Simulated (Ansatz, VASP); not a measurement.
**Ni: VASP beside Ansatz**

```
Ni
1.0
    -1.38372    1.38372    1.38372
     1.38372   -1.38372    1.38372
     1.38372    1.38372   -1.38372
Ni
1
Direct
  0.00000 0.00000 0.00000
```

Alike in both runs: task relaxation of cell and atoms; functional BLYP; dispersion D3(BJ); k mesh 15 × 15 × 15; occupations fermi-dirac, width 0.1 eV; collinear spin.

|  | VASP | Ansatz |
| --- | --- | --- |
| version | VASP 6.6.1 | Ansatz 0.2.0 |
| potentials or method | VASP PAW PBE potentials, release 64 (Ni) | plane waves, PAW |
| plane-wave cutoff (eV) | 600 | 420 |
| valence electrons in the cell | 10 | 18 |

Ansatz gave:

* net moment per atom (μB): 0.43
* size of the moment on the site where the two differ most (μB): 0.45
* relaxed volume (Å³/atom): 10.63
* relaxed cell length with the largest relative difference (Å): 2.399

Problem. Which values does VASP return?

Solution. net moment per atom (μB): 0.39; size of the moment on the site where the two differ most (μB): 0.39; relaxed volume (Å³/atom): 10.60; relaxed cell length with the largest relative difference (Å): 2.397.

VASP's potentials were made for PBE, not for BLYP. Site moments also hang on the region over which each program counts them. VASP's potentials hold 10 valence electrons a cell and Ansatz's 18, so a difference there can come from the potentials and not from the codes.

Noted on VASP's run: the relaxation stopped at its first step, so nothing moved.
